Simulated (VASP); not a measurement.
# Zr2ZnN2 (P4/mmm) in VASP: a series of runs, part 2 of 2

VASP 6.6.1. Earlier steps stand in the parts before.

## Step 4: Relaxation of cell and atoms, PBE

This run uses another cell than the first one, of 15.15 Å³/atom, 0.997 times its volume.

INCAR reads:

```
PREC = Accurate
ENCUT = 600
EDIFF = 1E-6
ISMEAR = 0
SIGMA = 0.1
LREAL = F
LASPH = T
NELM = 60
ALGO = Normal
ISIF = 3
LWAVE = F
LCHARG = F
GGA = PE
IBRION = 2
NSW = 100
EDIFFG = -0.01
```

KPOINTS reads:

```
Automatic mesh
0
Gamma
  12 12 6
```

POSCAR reads:

```
Zr2ZnN2
1.0
    3.4028702141      0.0000000000      0.0000000000
    0.0000000000      3.4028702141      0.0000000000
    0.0000000000      0.0000000000      6.5408343765
Zr Zn N
2 1 2
Direct
    0.5000000000      0.5000000000      0.2872827621
    0.5000000000      0.5000000000      0.7127172379
    0.0000000000      0.0000000000      0.0000000000
    0.0000000000      0.5000000000      0.5000000000
    0.5000000000      0.0000000000      0.5000000000
```

Potentials or basis: VASP PAW PBE potentials, release 64 (Zr_sv, Zn, N).

Launch:

```
$ cat potpaw_PBE.64/Zr_sv/POTCAR potpaw_PBE.64/Zn/POTCAR potpaw_PBE.64/N/POTCAR > POTCAR
$ mpirun -np 1 vasp_std > vasp.out
```

OUTCAR:

```text
PREC = Accurate
   ENCUT = 600
   EDIFF = 1E-6
   ISMEAR = 0
   LREAL = F
   LASPH = T
   NELM = 60
   ISIF = 3
   GGA = PE
   IBRION = 2
   NSW = 100
   EDIFFG = -0.01

 ion  position               nearest neighbor table
   1  0.500  0.500  0.287-   4 2.20   5 2.20   5 2.20   4 2.20   2 2.78   3 3.05   3 3.05   3 3.05
                             3 3.05   2 3.76
   2  0.500  0.500  0.713-   4 2.20   5 2.20   5 2.20   4 2.20   1 2.78   3 3.05   3 3.05   3 3.05
                             3 3.05   1 3.76
   3  0.000  0.000  0.000-   1 3.05   2 3.05   1 3.05   2 3.05   1 3.05   2 3.05   1 3.05   2 3.05

   4  0.000  0.500  0.500-   1 2.20   2 2.20   1 2.20   2 2.20
   5  0.500  0.000  0.500-   1 2.20   2 2.20   1 2.20   2 2.20

  LATTYP: Found a simple tetragonal cell.
 ALAT       =     3.4028702141
 C/A-ratio  =     1.9221521730
[... 390 lines left out ...]
  free energy    TOTEN  =       -36.85961343 eV

  energy without entropy =      -36.84218256  energy(sigma->0) =      -36.85089799

 E-fermi :   6.8876     XC(G=0): -11.2833

 val. band max:        6.8854822940   @ k =   0.3333   0.0000   0.0000
 cond. band min:       6.8908124218   @ k =   0.5000   0.0833   0.3333
 fundamental gap:      0.0053301278
 Fermi energy:         6.8876321415

 k-point     1 :       0.0000    0.0000    0.0000
  band No.  band energies     occupation
      1     -41.9899      2.00000
      2     -41.8602      2.00000
      3     -20.7288      2.00000
      4     -19.9460      2.00000
      5     -19.9460      2.00000
      6     -19.7814      2.00000
[... 709 lines left out ...]
     26       8.4247      0.00000
     27       9.0062      0.00000

 [... further k-points ...]

------------------------ aborting loop because EDIFF is reached ----------------------------------------

  FORCE on cell =-STRESS in cart. coord.  units (eV):
  Direction    XX          YY          ZZ          XY          YZ          ZX
  --------------------------------------------------------------------------------------
  -------------------------------------------------------------------------------------
  Total       -0.0013621     -0.0013621      0.0087144      0.0000000      0.0000000      0.0000000
  in kB       -0.0287305     -0.0287305      0.1838116      0.0000000      0.0000000      0.0000000
  external PRESSURE =       0.0421169 kB  Pullay stress =       0.0000000 kB
[... 20 lines left out ...]
  FREE ENERGIE OF THE ION-ELECTRON SYSTEM (eV)
  ---------------------------------------------------
  free  energy   TOTEN  =       -36.8596134284 eV

  energy  without entropy=      -36.8421825574  energy(sigma->0) =      -36.85089799

 reached required accuracy - stopping structural energy minimisation
```

OSZICAR:

```text
N       E                     dE             d eps       ncg     rms          rms(c)
DAV:   1     0.552239185870E+03    0.55224E+03   -0.26034E+04  6064   0.218E+03
DAV:   2     0.236625102801E+02   -0.52858E+03   -0.51529E+03  6652   0.547E+02
DAV:   3    -0.417389455792E+02   -0.65401E+02   -0.63140E+02  8907   0.174E+02
[... 43 lines left out ...]
DAV:   1    -0.368597836796E+02   -0.18785E-03   -0.47768E-03  7172   0.693E-01    0.135E-01
DAV:   2    -0.368596470834E+02    0.13660E-03   -0.76923E-04  7698   0.293E-01    0.517E-02
DAV:   3    -0.368596309638E+02    0.16120E-04   -0.22558E-04  8591   0.940E-02    0.351E-02
DAV:   4    -0.368596138912E+02    0.17073E-04   -0.10918E-04  9363   0.484E-02    0.126E-02
DAV:   5    -0.368596134284E+02    0.46283E-06   -0.89497E-06  7201   0.234E-02
   6 F= -.36859613E+02 E0= -.36850898E+02  d E =-.929659E-05
```

CONTCAR:

```text
Zr2ZnN2
   1.00000000000000
     3.4073695477457910    0.0000000000000000    0.0000000000000000
     0.0000000000000000    3.4073695477457910    0.0000000000000000
    -0.0000000000000000    0.0000000000000000    6.5424025404998050
  Zr              Zn              N
     2     1     2
Direct
     0.5000000000000000    0.5000000000000000    0.2877058468660402
     0.5000000000000000    0.5000000000000000    0.7122941531339598
     0.0000000000000000    0.0000000000000000    0.0000000000000000
     0.0000000000000000    0.5000000000000000    0.5000000000000000
     0.5000000000000000    0.0000000000000000    0.5000000000000000

  0.00000000E+00  0.00000000E+00  0.00000000E+00
  0.00000000E+00  0.00000000E+00  0.00000000E+00
  0.00000000E+00  0.00000000E+00  0.00000000E+00
  0.00000000E+00  0.00000000E+00  0.00000000E+00
  0.00000000E+00  0.00000000E+00  0.00000000E+00
```

Wall time 12 min (1 thread of Oxide Virtual Turin-like, shared host); peak memory 0.38 GiB.

Results:

```yaml
Free_energy: -36.8596 eV
Relaxed_volume: 15.19 Å³/atom
Relaxed_cell: a = 3.407 Å, b = 3.407 Å, c = 6.542 Å, α = 90.00°, β = 90.00°, γ = 90.00°
Space_group_after_relaxing_to_0.05_Å: P4/mmm (No. 123)
Energy_gained_by_relaxing: 0.1 meV/atom
Ionic_steps: 6
Pressure_after_relaxing: 0.0 GPa
Largest_force_after_relaxing: 0.009 eV/Å
Band_gap_on_the_k_mesh: zero (band 23 reaches 7.37 eV, above the bottom of band 24 at 6.14 eV)
```

Forces on the atoms (eV/Å):
```
Zr   0.000  0.000  0.009
Zr   0.000  0.000 -0.009
Zn   0.000  0.000  0.000
N    0.000  0.000  0.000
N    0.000  0.000  0.000
```

Step by step:
```tsv
step	energy change (eV)	largest force (eV/Å)	pressure (GPa)	volume (Å³)
1	0.0000	0.0610	0.18	75.74
2	-0.0003	0.0092	0.07	75.93
3	-0.0003	0.0086	0.07	75.92
4	-0.0003	0.0070	0.07	75.92
5	-0.0003	0.0278	-0.11	76.01
6	-0.0004	0.0090	0.00	75.96
```

Final structure:
```yaml
crystal:
  lattice:
    - [3.40737, 0.00000, 0.00000]
    - [0.00000, 3.40737, 0.00000]
    - [0.00000, 0.00000, 6.54240]
  atoms:
    - { symbol: Zr, position: [0.50000, 0.50000, 0.28771] }
    - { symbol: Zr, position: [0.50000, 0.50000, 0.71229] }
    - { symbol: Zn, position: [0.00000, 0.00000, 0.00000] }
    - { symbol: N, position: [0.00000, 0.50000, 0.50000] }
    - { symbol: N, position: [0.50000, 0.00000, 0.50000] }
```

Levels at points of the mesh, in eV from the Fermi level:
| k point | band 19 | band 20 | band 21 | band 22 | band 23 | band 24 | band 25 | band 26 | band 27 |
| --- | --- | --- | --- | --- | --- | --- | --- | --- | --- |
| (0.00, 0.00, 0.00) | -5.32 | -4.31 | -1.24 | 0.22 | 0.22 | 1.24 | 1.63 | 3.12 | 3.51 |
| (0.50, 0.00, 0.00) | -3.78 | -3.16 | -2.50 | -1.90 | -1.69 | 0.09 | 1.32 | 2.18 | 3.28 |
| (0.50, 0.50, 0.00) | -2.92 | -1.48 | -1.32 | -1.18 | -1.18 | -0.74 | 1.62 | 2.10 | 2.91 |
| (0.00, 0.00, 0.50) | -4.29 | -3.59 | -1.91 | 0.30 | 0.30 | 1.43 | 1.87 | 2.22 | 2.22 |
| (0.50, 0.00, 0.50) | -3.51 | -3.12 | -2.46 | -1.80 | -1.44 | -0.05 | 1.59 | 1.72 | 3.02 |
| (0.50, 0.50, 0.50) | -3.04 | -2.71 | -0.91 | -0.91 | -0.74 | 0.98 | 1.91 | 2.10 | 2.34 |

## Step 5: Summary

| task | cell | k mesh | cutoff (eV) | gap on the mesh (eV) | pressure (GPa) | relaxed volume (Å³/atom) | largest force (eV/Å) |
| --- | --- | --- | --- | --- | --- | --- | --- |
| single point | a = 3.405, b = 3.405, c = 6.548 Å, 5 atoms | 12 × 12 × 6 | 520 | none | 0.2 | - | 0.02 |
| relaxation of cell and atoms | relaxed from a = 3.377, b = 3.377, c = 6.668 Å, 5 atoms | 6 × 6 × 4 | 600 | none | -0.3 | 15.20 | 0.03 |
| relaxation of cell and atoms | relaxed from a = 3.403, b = 3.403, c = 6.541 Å, 5 atoms | 12 × 12 × 6 | 600 | none | 0.0 | 15.19 | 0.01 |

Alike in all rows: level PBE; potentials or basis VASP PAW PBE potentials, release 64 (Zr_sv, Zn, N); no spin polarisation; smearing gaussian 0.1 eV.

Total energies depend on the potentials used, so only differences within one code and one set of settings carry meaning.
